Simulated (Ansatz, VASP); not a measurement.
# Two plane-wave programs on Sb

The input POSCAR:

```
Sb
1.0
    3.3986760653      0.0000000000      0.0000000000
   -1.6993380327      2.9433398118      0.0000000000
    0.0000000000      0.0000000000      5.5421447030
Sb
2
Direct
    0.6666666667      0.3333333333      0.7500000000
    0.3333333333      0.6666666667      0.2500000000
```

Contents of INCAR.step1:

```
SYSTEM = Sb
ALGO = Normal
EDIFF = 1E-5
ENCUT = 520
GGA = PE
ISIF = 2
ISMEAR = -1
LASPH = .TRUE.
LCHARG = .FALSE.
LREAL = .FALSE.
LWAVE = .TRUE.
NBANDS = 12
NELM = 80
PREC = Accurate
SIGMA = 0.05
```

The input INCAR.step2:

```
SYSTEM = Sb
ALGO = Normal
EDIFF = 1E-6
ENCUT = 520
GGA = PE
HFSCREEN = 0.2079
ISIF = 2
ISMEAR = -1
ISTART = 1
LASPH = .TRUE.
LCHARG = .FALSE.
LHFCALC = .TRUE.
LREAL = .FALSE.
LWAVE = .FALSE.
NBANDS = 12
NELM = 80
PREC = Accurate
PRECFOCK = Normal
SIGMA = 0.05
```

The input KPOINTS:

```
k-points
0
G
  6 6 4
  0 0 0
```

File input:

```
crystal:
  lattice:
    - [3.3986760653, 0.0, 0.0]
    - [-1.6993380327, 2.9433398118, 0.0]
    - [0.0, 0.0, 5.542144703]
  atoms:
    - { symbol: Sb, position: [0.6666666667, 0.3333333333, 0.75] }
    - { symbol: Sb, position: [0.3333333333, 0.6666666667, 0.25] }
hamiltonian:
  xc: hse06
  pseudopotentials: { kind: paw }
kpoints:
  mp_grid: { grid: [6, 6, 4] }
scf:
  occupations: { method: fermi_dirac, width: 0.05 }
output:
  forces: true
  stress: true
  eigenvalues: true
  write_density: true
  write_potential: true
  elf: true
  volumetric_format: npy
```

Alike in both runs: task single point; functional HSE06; k mesh 6 × 6 × 4; occupations fermi-dirac, width 0.05 eV; no spin polarisation.

|  | VASP | Ansatz |
| --- | --- | --- |
| version | VASP 6.6.1 | Ansatz 0.2.0 |
| potentials or method | VASP PAW PBE potentials, release 64 (Sb) | Ansatz PAW |
| plane-wave cutoff (eV) | 520 | 420 |
| valence electrons in the cell | 10 | 30 |

Ansatz gave:

```
gap on the k mesh at the Fermi level (eV)                     : none
pressure (GPa)                                                : -2.9
traceless stress, the component that is largest in VASP (GPa) : 3.65
```

What did VASP give for the same quantities?

gap on the k mesh at the Fermi level (eV): none; pressure (GPa): -3.8; traceless stress, the component that is largest in VASP (GPa): 3.60.

A gap of «none» marks a metal or a gap that the smearing closes. VASP's potentials hold 10 valence electrons a cell and Ansatz's 30, so a difference there can come from the potentials and not from the codes.

Neither program's run includes spin-orbit coupling.
